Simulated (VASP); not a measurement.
Here is a VASP 6.6.1 calculation.

INCAR

```
ALGO     = Normal         # electronic algorithm
EDIFF    = 1E-8           # SCF threshold, eV
ENCUT    = 520            # plane-wave cutoff, eV
GGA      = CA             # functional
ISIF     = 2              # what is computed and relaxed
ISMEAR   = -1             # smearing method
ISPIN    = 2              # spin polarisation
LASPH    = True           # aspherical terms in the spheres
LCHARG   = False          # write CHGCAR
LEFG     = True         
LMAXMIX  = 4              # l up to which the mixer works
LORBIT   = 11             # projections on sites
LREAL    = False          # projectors in reciprocal space
LWAVE    = False          # write WAVECAR
MAGMOM   = 1.5            # initial moments
NBANDS   = 15             # bands
NELM     = 150            # most SCF steps
PREC     = Accurate       # precision mode
SIGMA    = 0.05           # smearing width, eV
```

KPOINTS

```
k-points
0
Gamma
  20 20 20
```

File POSCAR:

```
Ni
1.0
    0.0000000000      1.7738236312      1.7738236312
    1.7738236312      0.0000000000      1.7738236312
    1.7738236312      1.7738236312      0.0000000000
Ni
1
Direct
    0.0000000000      0.0000000000      0.0000000000
```

Potentials or basis: VASP PAW LDA potentials, release 64 (Ni).

Command:

```bash
$ cat potpaw_LDA.64/Ni/POTCAR > POTCAR
$ mpirun -np 1 vasp_std > vasp.out
```

Problem. What does it give for the site moments?

Solution. Ni +0.62 μB.

Problem. Estimate the net moment.

Solution. 0.61 μB per cell.

Problem. Estimate the pressure.

Solution. -20.7 GPa.

Caveat: the cell stands under tension.
